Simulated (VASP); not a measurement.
# In (P4/nmm) in VASP: notebook

Runs on In. Level: PBE. Tasks: single point, relaxation of cell and atoms.

All numbers are computed with VASP 6.6.1; they aren't measurements. Logs are shortened: lines on timing, memory, paths and dates and some standing lists are left out, and cuts for length are marked.

## 1. The cell of the first run

Symmetry: P4/nmm, No. 129, tetragonal system. Conventional cell: a = 3.894 Å, b = 3.894 Å, c = 3.641 Å, α = 90.00°, β = 90.00°, γ = 90.00°. Within 4.1 Å of In (site symmetry 4mm) lie 14 In at 3.15 to 3.89 Å.

The cell was built from a structure type or drawn by symmetry, and may not be a known phase.

## 2. Single point, PBE

The input, INCAR:

```
ALGO = Normal
EDIFF = 1E-6
ENCUT = 520
GGA = PE
ISIF = 2
ISMEAR = 0
LASPH = T
LCHARG = F
LREAL = F
LWAVE = F
NBANDS = 20
NELM = 80
PREC = Accurate
SIGMA = 0.1
```

The input, KPOINTS:

```
k-points
0
Gamma
  4 4 4
```

The input, POSCAR:

```
In
1.0
    3.8937787476      0.0000000000      0.0000000000
    0.0000000000      3.8937787476      0.0000000000
    0.0000000000      0.0000000000      3.6409928460
In
2
Direct
    0.5000000000      0.0000000000      0.2894087385
    0.0000000000      0.5000000000      0.7105912615
```

Potentials or basis: VASP PAW PBE potentials, release 64 (In_d).

Launch:

```bash
$ cat potpaw_PBE.64/In_d/POTCAR > POTCAR
$ mpirun -np 1 vasp_std > vasp.out
```

OUTCAR:

```text
EDIFF = 1E-6
   ENCUT = 520
   GGA = PE
   ISIF = 2
   ISMEAR = 0
   LASPH = T
   LREAL = F
   NELM = 80
   PREC = Accurate

 ion  position               nearest neighbor table
   1  0.500  0.000  0.289-   2 3.15   2 3.15   2 3.15   2 3.15   2 3.47   2 3.47   2 3.47   2 3.47

   2  0.000  0.500  0.711-   1 3.15   1 3.15   1 3.15   1 3.15   1 3.47   1 3.47   1 3.47   1 3.47

  LATTYP: Found a simple tetragonal cell.
 ALAT       =     3.8937787476
 C/A-ratio  =     0.9350795415

  Lattice vectors:

 A1 = (   3.8937787476,   0.0000000000,   0.0000000000)
 A2 = (   0.0000000000,   3.8937787476,   0.0000000000)
 A3 = (   0.0000000000,   0.0000000000,   3.6409928460)

Analysis of symmetry for initial positions (statically):
=====================================================================
 Subroutine PRICEL returns:
 Original cell was already a primitive cell.

 Routine SETGRP: Setting up the symmetry group for a
 simple tetragonal supercell.

 Subroutine GETGRP returns: Found 16 space group operations
 (whereof  8 operations were pure point group operations)
 out of a pool of 16 trial point group operations.

The static configuration has the point symmetry D_2d.
 The point group associated with its full space group is D_4h.

Analysis of symmetry for dynamics (positions and initial velocities):
=====================================================================
 Subroutine PRICEL returns:
 Original cell was already a primitive cell.

 Routine SETGRP: Setting up the symmetry group for a
 simple tetragonal supercell.

 Subroutine GETGRP returns: Found 16 space group operations
 (whereof  8 operations were pure point group operations)
 out of a pool of 16 trial point group operations.

The dynamic configuration has the point symmetry D_2d.
 The point group associated with its full space group is D_4h.

 Subroutine INISYM returns: Found 16 space group operations
 (whereof  8 operations are pure point group operations),
 and found     1 'primitive' translations

----------------------------------------------------------------------------------------

                                     Primitive cell

  volume of cell :      55.2030

  direct lattice vectors                    reciprocal lattice vectors
     3.893778748  0.000000000  0.000000000     0.256819934  0.000000000  0.000000000
     0.000000000  3.893778748  0.000000000     0.000000000  0.256819934  0.000000000
     0.000000000  0.000000000  3.640992846     0.000000000  0.000000000  0.274650361

  length of vectors
     3.893778748  3.893778748  3.640992846     0.256819934  0.256819934  0.274650361

  position of ions in fractional coordinates (direct lattice)
     0.500000000  0.000000000  0.289408739
     0.000000000  0.500000000  0.710591261

  ion indices of the primitive-cell ions
   primitive index   ion index
                 1           1
                 2           2

----------------------------------------------------------------------------------------

 KPOINTS: k-points

Automatic generation of k-mesh.
 Grid dimensions read from file:
 generate k-points for:    4    4    4

 Generating k-lattice:

  Cartesian coordinates                     Fractional coordinates (reciprocal lattice)
     0.064204983  0.000000000  0.000000000     0.250000000  0.000000000  0.000000000
     0.000000000  0.064204983  0.000000000     0.000000000  0.250000000  0.000000000
     0.000000000  0.000000000  0.068662590     0.000000000  0.000000000  0.250000000

  Length of vectors
     0.064204983  0.064204983  0.068662590

  Shift w.r.t. Gamma in fractional coordinates (k-lattice)
     0.000000000  0.000000000  0.000000000

 Subroutine IBZKPT returns following result:
 ===========================================

 Found     18 irreducible k-points:

 Following reciprocal coordinates:
            Coordinates               Weight
  0.000000  0.000000  0.000000      1.000000
  0.250000  0.000000  0.000000      4.000000
  0.500000  0.000000  0.000000      2.000000
  0.250000  0.250000  0.000000      4.000000
  0.500000  0.250000  0.000000      4.000000
  0.500000  0.500000  0.000000      1.000000
[... 10 lines left out ...]
  0.500000  0.250000  0.500000      4.000000
  0.500000  0.500000  0.500000      1.000000
   k-points           NKPTS =     18   k-points in BZ     NKDIM =     18   number of bands    NBANDS=     20
   number of dos      NEDOS =    301   number of ions     NIONS =      2
   total plane-waves  NPLWV =  25200
   dimension x,y,z NGX =    30 NGY =   30 NGZ =   28
   dimension x,y,z NGXF=    60 NGYF=   60 NGZF=   56
   ions per type =               2
   NGX,Y,Z   is equivalent  to a cutoff of  12.81, 12.81, 12.78 a.u.
   NGXF,Y,Z  is equivalent  to a cutoff of  25.62, 25.62, 25.57 a.u.
 SYSTEM =  unknown system
   PREC   = accura    normal or accurate (medium, high low for compatibility)
   ISTART =      0    job   : 0-new  1-cont  2-samecut
   ICHARG =      2    charge: 1-file 2-atom 10-const
   ISPIN  =      1    spin polarized calculation?
   LNONCOLLINEAR =      F non collinear calculations
   LSORBIT =      F    spin-orbit coupling
   LASPH  =      T    aspherical Exc in radial PAW
   ENCUT  =  520.0 eV  38.22 Ry    6.18 a.u.   7.24  7.24  6.77*2*pi/ulx,y,z
   NELM   =     80;   NELMIN=  2; NELMDL= -5     # of ELM steps
   EDIFF  = 0.1E-05   stopping-criterion for ELM
   LREAL  =      F    real-space projection
   EDIFFG = 0.1E-04   stopping-criterion for IOM
   NSW    =      0    number of steps for IOM
   IBRION =     -1    ionic relax: 0-MD 1-quasi-New 2-CG
   NFREE  =      0    steps in history (QN), initial steepest desc. (CG)
   ISIF   =      2    stress and relaxation
   ISYM   =      2    0-nonsym 1-usesym 2-fastsym
   POTIM  = 0.5000    time-step for ionic-motion
   TEBEG  =    0.0;   TEEND  =   0.0 temperature during run
   PSTRESS=    0.0 pullay stress
   NELECT =      26.0000    total number of electrons
   NUPDOWN=      -1.0000    fix difference up-down
   EMIN   =  10.00;   EMAX   =-10.00  energy-range for DOS
   EFERMI =   0.00;   METHOD = LEGACY
   ISMEAR =     0;   SIGMA  =   0.10  broadening in eV -4-tet -1-fermi 0-gaus
   EFERMI_NEDOS =   21; number of points for ismear=-14 and -15
   IALGO  =     38    algorithm
   IMIX   =      4    mixing-type and parameters
     AMIX     =   0.40;   BMIX     =  1.00
     AMIX_MAG =   1.60;   BMIX_MAG =  1.00
  volume/ion in A,a.u.               =      27.60       186.26
  Fermi-wavevector in a.u.,A,eV,Ry     =   1.273733  2.407007 22.074044  1.622396
  Thomas-Fermi vector in A             =   2.406540
   LORBIT       =      0    0 simple, 1 ext, 2 COOP (PROOUT), +10 PAW based schemes
   GGA     = PE    functional components
   LHFCALC =     F    Hartree Fock is set to
   AEXX    =    0.0000 exact exchange contribution
   IVDW    =     0    specifies the selected vdW correction
   LEPSILON=     F    determine dielectric tensor
   LRPA    =     F    only Hartree local field effects (RPA)
 non-spin polarized calculation
 Gauss-broadening in eV      SIGMA  =   0.10
  energy-cutoff  :      520.00
  volume of cell :       55.20
 maximum number of plane-waves:      1504
 NGX is ok and might be reduce to    30
   NGX = 15   NGY = 15   NGZ = 13

 number of electron      25.9999990 magnetization

 Free energy of the ion-electron system (eV)
  ---------------------------------------------------
  ext. energy  EPLUGINS =         0.00000000
  ---------------------------------------------------
  free energy    TOTEN  =        -4.98665979 eV

  energy without entropy =       -4.98470305  energy(sigma->0) =       -4.98568142

 E-fermi :   6.8952     XC(G=0):  -9.9985

 val. band max:        6.8927979416   @ k =   0.5000   0.5000   0.5000
 cond. band min:       7.1786095045   @ k =   0.5000   0.2500   0.2500
 fundamental gap:      0.2858115629
 Fermi energy:         6.8951897624

 k-point     1 :       0.0000    0.0000    0.0000
  band No.  band energies     occupation
      1      -7.8352      2.00000
      2      -7.8167      2.00000
      3      -7.8016      2.00000
      4      -7.7037      2.00000
      5      -7.7037      2.00000
      6      -7.5374      2.00000
[... 12 lines left out ...]
     19      17.1475      0.00000
     20      18.2892      0.00000

 k-point     2 :       0.2500    0.0000    0.0000
  band No.  band energies     occupation
      1      -7.8037      2.00000
      2      -7.7699      2.00000
      3      -7.7419      2.00000
      4      -7.6825      2.00000
      5      -7.6443      2.00000
      6      -7.5988      2.00000
[... 12 lines left out ...]
     19      15.3479      0.00000
     20      15.7747      0.00000

 k-point     3 :       0.5000    0.0000    0.0000
  band No.  band energies     occupation
      1      -7.7232      2.00000
      2      -7.7232      2.00000
      3      -7.6927      2.00000
      4      -7.6927      2.00000
      5      -7.5722      2.00000
      6      -7.5722      2.00000
[... 12 lines left out ...]
     19      14.5787      0.00000
     20      14.5787      0.00000

 k-point     4 :       0.2500    0.2500    0.0000
  band No.  band energies     occupation
      1      -7.7793      2.00000
      2      -7.7508      2.00000
      3      -7.7430      2.00000
      4      -7.6698      2.00000
      5      -7.6011      2.00000
      6      -7.6005      2.00000
[... 12 lines left out ...]
     19      16.1300      0.00000
     20      16.3240      0.00000

 k-point     5 :       0.5000    0.2500    0.0000
  band No.  band energies     occupation
      1      -7.7747      2.00000
      2      -7.7747      2.00000
      3      -7.6423      2.00000
      4      -7.6423      2.00000
      5      -7.6153      2.00000
      6      -7.6153      2.00000
[... 12 lines left out ...]
     19      17.2511      0.00000
     20      17.2511      0.00000

 k-point     6 :       0.5000    0.5000    0.0000
  band No.  band energies     occupation
      1      -7.7786      2.00000
      2      -7.7786      2.00000
      3      -7.7359      2.00000
      4      -7.7359      2.00000
      5      -7.5674      2.00000
      6      -7.5674      2.00000
[... 12 lines left out ...]
     19      17.3896      0.00000
     20      17.4074      0.00000

 k-point     7 :       0.0000    0.0000    0.2500
  band No.  band energies     occupation
      1      -7.7905      2.00000
      2      -7.7562      2.00000
      3      -7.7098      2.00000
      4      -7.6888      2.00000
      5      -7.6888      2.00000
      6      -7.5039      2.00000
[... 12 lines left out ...]
     19      14.9479      0.00000
     20      17.0070      0.00000
[... 139 lines left out ...]
 k-point    14 :       0.2500    0.0000    0.5000
  band No.  band energies     occupation
      1      -7.8181      2.00000
      2      -7.7572      2.00000
      3      -7.7570      2.00000
      4      -7.6949      2.00000
      5      -7.6076      2.00000
      6      -7.5104      2.00000
[... 12 lines left out ...]
     19      17.2204      0.00000
     20      17.3523      0.00000

 k-point    15 :       0.5000    0.0000    0.5000
  band No.  band energies     occupation
      1      -7.8598      2.00000
      2      -7.8598      2.00000
      3      -7.7783      2.00000
      4      -7.7783      2.00000
      5      -7.5155      2.00000
      6      -7.5155      2.00000
[... 12 lines left out ...]
     19      16.3449      0.00000
     20      16.3450      0.00000

 k-point    16 :       0.2500    0.2500    0.5000
  band No.  band energies     occupation
      1      -7.8370      2.00000
      2      -7.7930      2.00000
      3      -7.7146      2.00000
      4      -7.6429      2.00000
      5      -7.5624      2.00000
      6      -7.5468      2.00000
[... 12 lines left out ...]
     19      18.4447      0.00000
     20      18.5447      0.00000

 k-point    17 :       0.5000    0.2500    0.5000
  band No.  band energies     occupation
      1      -7.8085      2.00000
      2      -7.8085      2.00000
      3      -7.7190      2.00000
      4      -7.7190      2.00000
      5      -7.5102      2.00000
      6      -7.5102      2.00000
[... 12 lines left out ...]
     19      20.2536      0.00000
     20      20.2536      0.00000

 k-point    18 :       0.5000    0.5000    0.5000
  band No.  band energies     occupation
      1      -7.6796      2.00000
      2      -7.6796      2.00000
      3      -7.6502      2.00000
      4      -7.6502      2.00000
      5      -7.6205      2.00000
      6      -7.6205      2.00000
[... 12 lines left out ...]
     19      25.2331      0.00000
     20      25.2450      0.00000

------------------------ aborting loop because EDIFF is reached ----------------------------------------

  FORCE on cell =-STRESS in cart. coord.  units (eV):
  Direction    XX          YY          ZZ          XY          YZ          ZX
  --------------------------------------------------------------------------------------
  -------------------------------------------------------------------------------------
  Total       -0.0099136     -0.0099136     -0.0480018      0.0000000      0.0000000     -0.0000000
  in kB       -0.2877268     -0.2877268     -1.3931763      0.0000000      0.0000000     -0.0000000
  external PRESSURE =      -0.6562100 kB  Pullay stress =       0.0000000 kB

 VOLUME and BASIS-vectors are now :
 -----------------------------------------------------------------------------
  energy-cutoff  :      520.00
  volume of cell :       55.20
      direct lattice vectors                 reciprocal lattice vectors
     3.893778748  0.000000000  0.000000000     0.256819934  0.000000000  0.000000000
     0.000000000  3.893778748  0.000000000     0.000000000  0.256819934  0.000000000
     0.000000000  0.000000000  3.640992846     0.000000000  0.000000000  0.274650361

 POSITION                                       TOTAL-FORCE (eV/Angst)
 -----------------------------------------------------------------------------------
      1.94689      0.00000      1.05374        -0.000000      0.000000      0.002969
      0.00000      1.94689      2.58726         0.000000      0.000000     -0.002969
 -----------------------------------------------------------------------------------
    total drift:                                0.000000      0.000000      0.000000

  FREE ENERGIE OF THE ION-ELECTRON SYSTEM (eV)
  ---------------------------------------------------
  free  energy   TOTEN  =        -4.9866597862 eV

  energy  without entropy=       -4.9847030515  energy(sigma->0) =       -4.98568142
```

It took 19 s on 1 thread of Intel Xeon 8259CL, shared host; peak memory 0.16 GiB.

What came out:

```
Free energy            : -4.9867 eV
Pressure               : -0.1 GPa
Band gap on the k mesh : zero (bands 13 and 14 overlap by 7.01 eV)
```

Forces in eV/Å, atoms in the order of the input:
```
In   0.000  0.000  0.003
In   0.000  0.000 -0.003
```

Stress tensor (GPa, compression positive):
```
-0.03  0.00  0.00
 0.00 -0.03  0.00
 0.00  0.00 -0.14
```

Levels at points of the mesh, in eV from the Fermi level:
| k point | band 11 | band 12 | band 13 | band 14 | band 15 | band 16 |
| --- | --- | --- | --- | --- | --- | --- |
| (0.00, 0.00, 0.00) | -9.18 | 0.55 | 0.84 | 0.84 | 2.38 | 4.88 |
| (0.50, 0.00, 0.00) | -6.49 | -6.49 | 3.91 | 3.91 | 4.42 | 4.42 |
| (0.50, 0.50, 0.00) | -4.21 | -4.21 | -3.10 | -3.10 | 6.43 | 6.43 |
| (0.00, 0.00, 0.50) | -6.55 | -5.57 | 3.60 | 3.60 | 4.03 | 4.07 |
| (0.50, 0.00, 0.50) | -3.93 | -3.93 | -2.64 | -2.64 | 5.41 | 5.41 |
| (0.50, 0.50, 0.50) | -2.37 | -2.37 | -0.32 | -0.32 | 0.00 | 0.00 |

Caveat: the k points lie up to 0.43 Å⁻¹ apart, too coarse for converged energies and pressures of a metal; spin-orbit coupling is left out, which moves the levels of the heavy elements.

(Continued in part 2 of 2.)
